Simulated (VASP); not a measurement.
# Be3SbN (Pm-3m) in VASP: a series of runs

The runs below take Be3SbN through single point, relaxation of cell and atoms, with PBE.

All numbers are computed with VASP 6.6.1; they aren't measurements. Logs are shortened: lines on timing, memory, paths and dates and some standing lists are left out, and cuts for length are marked.

## (1) The cell of the first run

Symmetry: Pm-3m, No. 221, cubic system. The conventional cell has a = 3.788 Å, b = 3.788 Å, c = 3.788 Å, α = 90.00°, β = 90.00°, γ = 90.00°. Within 2.5 Å of Be (site symmetry 4/mmm) lie 2 N at 1.89 Å. Within 3.5 Å of Sb (site symmetry m-3m) lie 12 Be at 2.68 Å and 8 N at 3.28 Å. N (site symmetry m-3m) has 6 Be at 1.89 Å within 2.5 Å.

## (2) Single point, PBE

File INCAR:

```
SYSTEM = Be3SbN
ALGO = Normal ; EDIFF = 1E-7
ENCUT = 520 ; GGA = PE
ISIF = 2 ; ISMEAR = 0
LASPH = .TRUE. ; LCHARG = .FALSE.
LREAL = .FALSE. ; LWAVE = .FALSE.
NBANDS = 16 ; NELM = 100
PREC = Accurate ; SIGMA = 0.1
```

File KPOINTS:

```
k-points
0
G
  10 10 10
  0 0 0
```

File POSCAR:

```
Be3SbN
1.0
    3.7879265458      0.0000000000      0.0000000000
    0.0000000000      3.7879265458      0.0000000000
    0.0000000000      0.0000000000      3.7879265458
Be Sb N
3 1 1
Direct
    0.0000000000      0.5000000000      0.5000000000
    0.5000000000      0.5000000000      0.0000000000
    0.5000000000      0.0000000000      0.5000000000
    0.0000000000      0.0000000000      0.0000000000
    0.5000000000      0.5000000000      0.5000000000
```

Potentials or basis: VASP PAW PBE potentials, release 64 (Be, Sb, N).

On the command line:

```
$ cat potpaw_PBE.64/Be/POTCAR potpaw_PBE.64/Sb/POTCAR potpaw_PBE.64/N/POTCAR > POTCAR
$ mpirun -np 1 vasp_std > vasp.out
```

OUTCAR:

```text
SYSTEM = Be3SbN
   EDIFF = 1E-7
   ENCUT = 520
   GGA = PE
   ISIF = 2
   ISMEAR = 0
   LASPH = .TRUE.
   LREAL = .FALSE.
   NELM = 100
   PREC = Accurate

 ion  position               nearest neighbor table
   1  0.000  0.500  0.500-   5 1.89   5 1.89   4 2.68   4 2.68   4 2.68   4 2.68
   2  0.500  0.500  0.000-   5 1.89   5 1.89   4 2.68   4 2.68   4 2.68   4 2.68
   3  0.500  0.000  0.500-   5 1.89   5 1.89   4 2.68   4 2.68   4 2.68   4 2.68
   4  0.000  0.000  0.000-   1 2.68   2 2.68   3 2.68   1 2.68   3 2.68   1 2.68   2 2.68   1 2.68
                             2 2.68   3 2.68   3 2.68   2 2.68
   5  0.500  0.500  0.500-   1 1.89   2 1.89   3 1.89   2 1.89   3 1.89   1 1.89

  LATTYP: Found a simple cubic cell.
 ALAT       =     3.7879265458

  Lattice vectors:

 A1 = (   3.7879265458,   0.0000000000,   0.0000000000)
 A2 = (   0.0000000000,   3.7879265458,   0.0000000000)
 A3 = (   0.0000000000,   0.0000000000,   3.7879265458)

Analysis of symmetry for initial positions (statically):
=====================================================================
 Subroutine PRICEL returns:
 Original cell was already a primitive cell.

 Routine SETGRP: Setting up the symmetry group for a
 simple cubic supercell.

 Subroutine GETGRP returns: Found 48 space group operations
 (whereof 48 operations were pure point group operations)
 out of a pool of 48 trial point group operations.

The static configuration has the point symmetry O_h .

Analysis of symmetry for dynamics (positions and initial velocities):
=====================================================================
 Subroutine PRICEL returns:
 Original cell was already a primitive cell.

 Routine SETGRP: Setting up the symmetry group for a
 simple cubic supercell.

 Subroutine GETGRP returns: Found 48 space group operations
 (whereof 48 operations were pure point group operations)
 out of a pool of 48 trial point group operations.

The dynamic configuration has the point symmetry O_h .

 Subroutine INISYM returns: Found 48 space group operations
 (whereof 48 operations are pure point group operations),
 and found     1 'primitive' translations

----------------------------------------------------------------------------------------

                                     Primitive cell

  volume of cell :      54.3506

  direct lattice vectors                    reciprocal lattice vectors
     3.787926546  0.000000000  0.000000000     0.263996672  0.000000000  0.000000000
     0.000000000  3.787926546  0.000000000     0.000000000  0.263996672  0.000000000
     0.000000000  0.000000000  3.787926546     0.000000000  0.000000000  0.263996672

  length of vectors
     3.787926546  3.787926546  3.787926546     0.263996672  0.263996672  0.263996672

  position of ions in fractional coordinates (direct lattice)
     0.000000000  0.500000000  0.500000000
     0.500000000  0.500000000  0.000000000
     0.500000000  0.000000000  0.500000000
     0.000000000  0.000000000  0.000000000
     0.500000000  0.500000000  0.500000000

  ion indices of the primitive-cell ions
   primitive index   ion index
                 1           1
                 2           2
                 3           3
                 4           4
                 5           5

----------------------------------------------------------------------------------------

 KPOINTS: k-points

Automatic generation of k-mesh.
 Grid dimensions read from file:
 generate k-points for:   10   10   10

 Generating k-lattice:

  Cartesian coordinates                     Fractional coordinates (reciprocal lattice)
     0.026399667  0.000000000  0.000000000     0.100000000  0.000000000  0.000000000
     0.000000000  0.026399667  0.000000000     0.000000000  0.100000000  0.000000000
     0.000000000  0.000000000  0.026399667     0.000000000  0.000000000  0.100000000

  Length of vectors
     0.026399667  0.026399667  0.026399667

  Shift w.r.t. Gamma in fractional coordinates (k-lattice)
     0.000000000  0.000000000  0.000000000

 Subroutine IBZKPT returns following result:
 ===========================================

 Found     56 irreducible k-points:

 Following reciprocal coordinates:
            Coordinates               Weight
  0.000000  0.000000  0.000000      1.000000
  0.100000  0.000000  0.000000      6.000000
  0.200000  0.000000  0.000000      6.000000
  0.300000  0.000000  0.000000      6.000000
  0.400000  0.000000  0.000000      6.000000
  0.500000  0.000000  0.000000      3.000000
[... 16 lines left out ...]
  0.200000  0.100000  0.100000     24.000000
  0.300000  0.100000  0.100000     24.000000
 [... further k-points ...]
   k-points           NKPTS =     56   k-points in BZ     NKDIM =     56   number of bands    NBANDS=     16
   number of dos      NEDOS =    301   number of ions     NIONS =      5
   total plane-waves  NPLWV =  21952
   dimension x,y,z NGX =    28 NGY =   28 NGZ =   28
   dimension x,y,z NGXF=    56 NGYF=   56 NGZF=   56
   ions per type =               3   1   1
   NGX,Y,Z   is equivalent  to a cutoff of  12.29, 12.29, 12.29 a.u.
   NGXF,Y,Z  is equivalent  to a cutoff of  24.58, 24.58, 24.58 a.u.
 SYSTEM =  Be3SbN
   PREC   = accura    normal or accurate (medium, high low for compatibility)
   ISTART =      0    job   : 0-new  1-cont  2-samecut
   ICHARG =      2    charge: 1-file 2-atom 10-const
   ISPIN  =      1    spin polarized calculation?
   LNONCOLLINEAR =      F non collinear calculations
   LSORBIT =      F    spin-orbit coupling
   LASPH  =      T    aspherical Exc in radial PAW
   ENCUT  =  520.0 eV  38.22 Ry    6.18 a.u.   7.04  7.04  7.04*2*pi/ulx,y,z
   NELM   =    100;   NELMIN=  2; NELMDL= -5     # of ELM steps
   EDIFF  = 0.1E-06   stopping-criterion for ELM
   LREAL  =      F    real-space projection
   EDIFFG = 0.1E-05   stopping-criterion for IOM
   NSW    =      0    number of steps for IOM
   IBRION =     -1    ionic relax: 0-MD 1-quasi-New 2-CG
   NFREE  =      0    steps in history (QN), initial steepest desc. (CG)
   ISIF   =      2    stress and relaxation
   ISYM   =      2    0-nonsym 1-usesym 2-fastsym
   POTIM  = 0.5000    time-step for ionic-motion
   TEBEG  =    0.0;   TEEND  =   0.0 temperature during run
   PSTRESS=    0.0 pullay stress
   NELECT =      16.0000    total number of electrons
   NUPDOWN=      -1.0000    fix difference up-down
   EMIN   =  10.00;   EMAX   =-10.00  energy-range for DOS
   EFERMI =   0.00;   METHOD = LEGACY
   ISMEAR =     0;   SIGMA  =   0.10  broadening in eV -4-tet -1-fermi 0-gaus
   EFERMI_NEDOS =   21; number of points for ismear=-14 and -15
   IALGO  =     38    algorithm
   IMIX   =      4    mixing-type and parameters
     AMIX     =   0.40;   BMIX     =  1.00
     AMIX_MAG =   1.60;   BMIX_MAG =  1.00
  volume/ion in A,a.u.               =      10.87        73.36
  Fermi-wavevector in a.u.,A,eV,Ry     =   1.089047  2.058000 16.136827  1.186023
  Thomas-Fermi vector in A             =   2.225242
   LORBIT       =      0    0 simple, 1 ext, 2 COOP (PROOUT), +10 PAW based schemes
   GGA     = PE    functional components
   LHFCALC =     F    Hartree Fock is set to
   AEXX    =    0.0000 exact exchange contribution
   IVDW    =     0    specifies the selected vdW correction
   LEPSILON=     F    determine dielectric tensor
   LRPA    =     F    only Hartree local field effects (RPA)
 non-spin polarized calculation
 Gauss-broadening in eV      SIGMA  =   0.10
  energy-cutoff  :      520.00
  volume of cell :       54.35
 maximum number of plane-waves:      1492
   NGX = 15   NGY = 15   NGZ = 15

 number of electron      15.9999999 magnetization

 Free energy of the ion-electron system (eV)
  ---------------------------------------------------
  ext. energy  EPLUGINS =         0.00000000
  ---------------------------------------------------
  free energy    TOTEN  =       -23.11772348 eV

  energy without entropy =      -23.11727404  energy(sigma->0) =      -23.11749876

 E-fermi :   9.1440     XC(G=0): -10.9072

 val. band max:        9.1386317521   @ k =   0.0000   0.0000   0.0000
 cond. band min:       9.1799965139   @ k =   0.1000   0.0000   0.0000
 fundamental gap:      0.0413647618
 Fermi energy:         9.1440252347

 k-point     1 :       0.0000    0.0000    0.0000
  band No.  band energies     occupation
      1      -7.4591      2.00000
      2      -1.6731      2.00000
      3       2.3146      2.00000
      4       2.3146      2.00000
      5       2.3146      2.00000
      6       8.6339      2.00000
[... 8 lines left out ...]
     15      17.7640      0.00000
     16      17.7640      0.00000

 k-point     2 :       0.1000    0.0000    0.0000
  band No.  band energies     occupation
      1      -7.4184      2.00000
      2      -1.7992      2.00000
      3       2.3829      2.00000
      4       2.3829      2.00000
      5       2.3917      2.00000
      6       7.8611      2.00000
[... 8 lines left out ...]
     15      17.8505      0.00000
     16      18.0337      0.00000

 k-point     3 :       0.2000    0.0000    0.0000
  band No.  band energies     occupation
      1      -7.3057      2.00000
      2      -2.1211      2.00000
      3       2.5760      2.00000
      4       2.5760      2.00000
      5       2.6037      2.00000
      6       6.8947      2.00000
[... 8 lines left out ...]
     15      17.8048      0.00000
     16      17.8048      0.00000

 k-point     4 :       0.3000    0.0000    0.0000
  band No.  band energies     occupation
      1      -7.1520      2.00000
      2      -2.5104      2.00000
      3       2.8521      2.00000
      4       2.8521      2.00000
      5       2.9115      2.00000
      6       6.0036      2.00000
[... 8 lines left out ...]
     15      17.0713      0.00000
     16      17.0713      0.00000

 k-point     5 :       0.4000    0.0000    0.0000
  band No.  band energies     occupation
      1      -7.0128      2.00000
      2      -2.8258      2.00000
      3       3.1205      2.00000
      4       3.1205      2.00000
      5       3.2539      2.00000
      6       5.2940      2.00000
[... 8 lines left out ...]
     15      16.4143      0.00000
     16      16.4143      0.00000

 k-point     6 :       0.5000    0.0000    0.0000
  band No.  band energies     occupation
      1      -6.9552      2.00000
      2      -2.9478      2.00000
      3       3.2388      2.00000
      4       3.2388      2.00000
      5       3.4427      2.00000
      6       4.9799      2.00000
[... 8 lines left out ...]
     15      16.1472      0.00000
     16      16.1472      0.00000
[... 267 lines left out ...]
 k-point    21 :       0.5000    0.5000    0.0000
  band No.  band energies     occupation
      1      -6.7768      2.00000
      2      -1.2645      2.00000
      3       0.6078      2.00000
      4       0.6078      2.00000
      5       3.6825      2.00000
      6       7.5038      2.00000
[... 8 lines left out ...]
     15      16.9796      0.00000
     16      16.9975      0.00000

 k-point    22 :       0.1000    0.1000    0.1000
  band No.  band energies     occupation
      1      -7.3416      2.00000
      2      -1.9625      2.00000
      3       2.1902      2.00000
      4       2.1902      2.00000
      5       3.1252      2.00000
      6       7.5119      2.00000
[... 8 lines left out ...]
     15      16.9011      0.00000
     16      18.5383      0.00000

 k-point    23 :       0.2000    0.1000    0.1000
  band No.  band energies     occupation
      1      -7.2383      2.00000
      2      -2.1599      2.00000
      3       1.9855      2.00000
      4       2.4010      2.00000
      5       3.5997      2.00000
      6       6.5320      2.00000
[... 8 lines left out ...]
     15      16.2327      0.00000
     16      18.0455      0.00000

 k-point    24 :       0.3000    0.1000    0.1000
  band No.  band energies     occupation
      1      -7.0990      2.00000
      2      -2.4294      2.00000
      3       1.9789      2.00000
      4       2.7121      2.00000
      5       4.0243      2.00000
      6       5.5719      2.00000
[... 8 lines left out ...]
     15      16.4358      0.00000
     16      17.2812      0.00000

 [... further k-points ...]
[... 5 lines left out ...]
  --------------------------------------------------------------------------------------
  -------------------------------------------------------------------------------------
  Total        0.1282219      0.1282219      0.1282219     -0.0000000      0.0000000      0.0000000
  in kB        3.7797945      3.7797945      3.7797945     -0.0000000      0.0000000      0.0000000
  external PRESSURE =       3.7797945 kB  Pullay stress =       0.0000000 kB

 VOLUME and BASIS-vectors are now :
 -----------------------------------------------------------------------------
  energy-cutoff  :      520.00
  volume of cell :       54.35
      direct lattice vectors                 reciprocal lattice vectors
     3.787926546  0.000000000  0.000000000     0.263996672  0.000000000  0.000000000
     0.000000000  3.787926546  0.000000000     0.000000000  0.263996672  0.000000000
     0.000000000  0.000000000  3.787926546     0.000000000  0.000000000  0.263996672

 POSITION                                       TOTAL-FORCE (eV/Angst)
 -----------------------------------------------------------------------------------
      0.00000      1.89396      1.89396         0.000000      0.000000      0.000000
      1.89396      1.89396      0.00000         0.000000      0.000000      0.000000
      1.89396      0.00000      1.89396         0.000000      0.000000      0.000000
      0.00000      0.00000      0.00000         0.000000      0.000000      0.000000
      1.89396      1.89396      1.89396         0.000000      0.000000      0.000000
 -----------------------------------------------------------------------------------
    total drift:                                0.000000      0.000000      0.000000

  FREE ENERGIE OF THE ION-ELECTRON SYSTEM (eV)
  ---------------------------------------------------
  free  energy   TOTEN  =       -23.1177234767 eV

  energy  without entropy=      -23.1172740411  energy(sigma->0) =      -23.11749876
```

Run time: 38 s. Hardware: 1 thread of Intel Xeon Platinum 8259CL at 2.50GHz (Skylake/Cascade Lake), shared host; peak memory 0.19 GiB.

What came out:

```yaml
Free_energy: -23.1177 eV
Pressure: 0.4 GPa
Band_gap_on_the_k_mesh: zero (band 8 reaches 9.32 eV, above the bottom of band 9 at 9.14 eV)
```

Caveat: spin-orbit coupling is left out, which moves the levels of the heavy elements.

## (3) Relaxation of cell and atoms, PBE

File INCAR:

```
PREC = Accurate ; ENCUT = 600
EDIFF = 1E-6 ; ISMEAR = 0
SIGMA = 0.1 ; LREAL = False
LASPH = True ; NELM = 100
ALGO = Normal ; ISIF = 3
LWAVE = False ; LCHARG = False
GGA = PE ; IBRION = 2
NSW = 100 ; EDIFFG = -0.005
```

File KPOINTS:

```
regular mesh
0
Gamma
  10 10 10
```

POSCAR: that of step 2 with these lines changed.

```diff
@@ -2,5 +2,5 @@
 1.0
-    3.7879265458      0.0000000000      0.0000000000
-    0.0000000000      3.7879265458      0.0000000000
-    0.0000000000      0.0000000000      3.7879265458
+    3.7871036663      0.0000000000      0.0000000000
+    0.0000000000      3.7871036663      0.0000000000
+    0.0000000000      0.0000000000      3.7871036663
 Be Sb N
```

Potentials or basis: VASP PAW PBE potentials, release 64 (Be, Sb, N).

On the command line:

```
$ cat potpaw_PBE.64/Be/POTCAR potpaw_PBE.64/Sb/POTCAR potpaw_PBE.64/N/POTCAR > POTCAR
$ mpirun -np 1 vasp_std > vasp.out
```

Run time: 63 s. Hardware: 1 thread of Intel Xeon Platinum 8259CL at 2.50GHz (Skylake/Cascade Lake), shared host; peak memory 0.21 GiB.

Results (log left out):

| Item | Value |
| --- | --- |
| Free energy | -23.1198 eV |
| Relaxed volume | 10.90 Å³/atom |
| Relaxed cell | a = 3.791 Å, b = 3.791 Å, c = 3.791 Å, α = 90.00°, β = 90.00°, γ = 90.00° |
| Space group after relaxing (to 0.05 Å) | Pm-3m (No. 221) |
| Energy gained by relaxing | 0.0 meV/atom |
| Ionic steps | 3 |
| Pressure after relaxing | 0.0 GPa |
| Band gap on the k mesh | zero (band 8 reaches 9.28 eV, above the bottom of band 9 at 9.11 eV) |

The path:
```tsv
step	energy change (eV)	largest force (eV/Å)	pressure (GPa)	volume (Å³)
1	0.0000	0.0000	0.41	54.32
2	-0.0002	0.0000	-0.11	54.53
3	-0.0002	0.0000	0.00	54.49
```

Final structure:
```
Be Sb N
1.0
     3.79109    0.00000    0.00000
     0.00000    3.79109    0.00000
     0.00000    0.00000    3.79109
Be Sb N
3 1 1
Direct
  0.00000 0.50000 0.50000
  0.50000 0.50000 0.00000
  0.50000 0.00000 0.50000
  0.00000 0.00000 0.00000
  0.50000 0.50000 0.50000
```

Levels at points of the mesh, in eV from the Fermi level:
```
           k point  band 4  band 5  band 6  band 7  band 8  band 9  band 10  band 11  band 12
(0.00, 0.00, 0.00)   -6.81   -6.81   -0.51   -0.51   -0.51   -0.01    -0.01     4.33     4.33
(0.50, 0.00, 0.00)   -5.89   -5.69   -4.16   -2.03   -2.03    0.61     2.59     3.57     3.57
(0.50, 0.50, 0.00)   -8.52   -5.45   -1.64   -1.64    0.17    0.31     1.39     1.39     1.68
(0.50, 0.50, 0.50)   -6.43   -6.43   -6.22   -6.22   -6.22    4.09     4.09     4.09     6.46
```

Caveat: spin-orbit coupling is left out, which moves the levels of the heavy elements.

## (4) Single point, PBE

File INCAR:

```
SYSTEM = Be3SbN
PREC = Accurate
ENCUT = 520
EDIFF = 1E-7
ISMEAR = -1
SIGMA = 0.15
LREAL = .FALSE.
LASPH = .TRUE.
NELM = 100
ALGO = Normal
ISIF = 2
LWAVE = .FALSE.
LCHARG = .FALSE.
GGA = PE
NBANDS = 16
```

File KPOINTS:

```
Automatic mesh
0
G
  10 10 10
  0 0 0
```

POSCAR: that of step 3 with these lines changed.

```diff
@@ -2,5 +2,5 @@
 1.0
-    3.7871036663      0.0000000000      0.0000000000
-    0.0000000000      3.7871036663      0.0000000000
-    0.0000000000      0.0000000000      3.7871036663
+    3.7882430466      0.0000000000      0.0000000000
+    0.0000000000      3.7882430466      0.0000000000
+    0.0000000000      0.0000000000      3.7882430466
 Be Sb N
```

On the command line:

```
$ cat potpaw_PBE.64/Be/POTCAR potpaw_PBE.64/Sb/POTCAR potpaw_PBE.64/N/POTCAR > POTCAR
$ mpirun -np 1 vasp_std > vasp.out
```

Run time: 41 s. Hardware: 1 thread of Intel Xeon Platinum 8259CL at 2.50GHz (Skylake/Cascade Lake), shared host; peak memory 0.19 GiB.

It converged, with:

* Free energy: -23.1220 eV
* Pressure: 0.4 GPa
* Band gap on the k mesh: zero (band 8 reaches 9.31 eV, above the bottom of band 9 at 9.14 eV)

Levels at points of the mesh, in eV from the Fermi level:
| k point | band 6 | band 7 | band 8 | band 9 | band 10 | band 11 |
| --- | --- | --- | --- | --- | --- | --- |
| (0.00, 0.00, 0.00) | -0.48 | -0.48 | -0.48 | 0.03 | 0.03 | 4.37 |
| (0.50, 0.00, 0.00) | -4.13 | -2.00 | -2.00 | 0.63 | 2.63 | 3.61 |
| (0.50, 0.50, 0.00) | -1.61 | -1.61 | 0.20 | 0.34 | 1.42 | 1.42 |
| (0.50, 0.50, 0.50) | -6.21 | -6.21 | -6.21 | 4.13 | 4.13 | 4.13 |

Caveat: spin-orbit coupling is left out, which moves the levels of the heavy elements.

## (5) Summary

```csv
task,cell,cutoff (eV),smearing,gap on the mesh (eV),pressure (GPa)
single point,"a = 3.788 Å, 5 atoms",520,gaussian 0.1 eV,none,0.4
relaxation of cell and atoms,"relaxed from a = 3.787 Å, 5 atoms",600,gaussian 0.1 eV,none,0.0
single point,"a = 3.788 Å, 5 atoms",520,fermi-dirac 0.15 eV,none,0.4
```

Alike in all rows: level PBE; potentials or basis VASP PAW PBE potentials, release 64 (Be, Sb, N); no spin polarisation; k mesh 10 × 10 × 10.

Caveats: spin-orbit coupling is left out, which moves the levels of the heavy elements.

Absolute energies hang on the potentials; compare differences alone.
